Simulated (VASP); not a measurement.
Set up this calculation in VASP 6.6.1, as the native input.

* Task: single point
* Functional: PBEsol
* Potentials or basis: VASP PAW PBE potentials, release 64 (Hf_pv, B)
* Cutoff: 520 eV
* k mesh: 20 × 20 × 20
* Occupations: gaussian, width 0.15 eV
* Spin: no spin polarisation
* Dipole correction: no
* Further INCAR settings: ALGO = Normal; EDIFF = 1e-07; NBANDS = 14

The structure of HfB lies in POSCAR:

```
HfB
1.0
    0.1200796618      2.3715733202      2.3715733202
    2.3715733202      0.1200796618      2.3715733202
    2.3715733202      2.3715733202      0.1200796618
Hf B
1 1
Direct
    0.5000000000      0.5000000000      0.5000000000
    0.0000000000      0.0000000000      0.0000000000
```

This cell differs from its parent crystal: ratio of the length along [111] to the lengths across it x 1.08, volume and fractional coordinates fixed.

The input as run:

INCAR

```
SYSTEM = HfB
PREC     = Accurate       ! precision mode
ENCUT    = 520            ! plane-wave cutoff, eV
EDIFF    = 1E-7           ! SCF threshold, eV
ISMEAR   = 0              ! smearing method
SIGMA    = 0.15           ! smearing width, eV
LREAL    = .FALSE.        ! projectors in reciprocal space
LASPH    = .TRUE.         ! aspherical terms in the spheres
NELM     = 100            ! most SCF steps
ALGO     = Normal         ! electronic algorithm
ISIF     = 2              ! what is computed and relaxed
LWAVE    = .FALSE.        ! write WAVECAR
LCHARG   = .FALSE.        ! write CHGCAR
GGA      = PS             ! functional
NBANDS   = 14             ! bands
```

KPOINTS

```
Automatic mesh
0
G
  20 20 20
  0 0 0
```

Potentials or basis: VASP PAW PBE potentials, release 64 (Hf_pv, B).

Launch:

```bash
$ cat potpaw_PBE.64/Hf_pv/POTCAR potpaw_PBE.64/B/POTCAR > POTCAR
$ mpirun -np 1 vasp_std > vasp.out
```

It gave:

- Pressure: 24.6 GPa
- Band gap on the k mesh: zero (an odd number of electrons rules out a gap without spin polarisation)

Caveat: the cell stands under pressure; the PAW data sets were made with another functional, which shifts forces and pressure a little; spin-orbit coupling is left out, which moves the levels of the heavy elements.

It took 4.5 min on 1 thread of Intel(R) Xeon(R) Platinum 8259CL CPU @ 2.50GHz (Skylake/Cascade Lake), with other jobs on the host, peak memory 0.39 GiB.
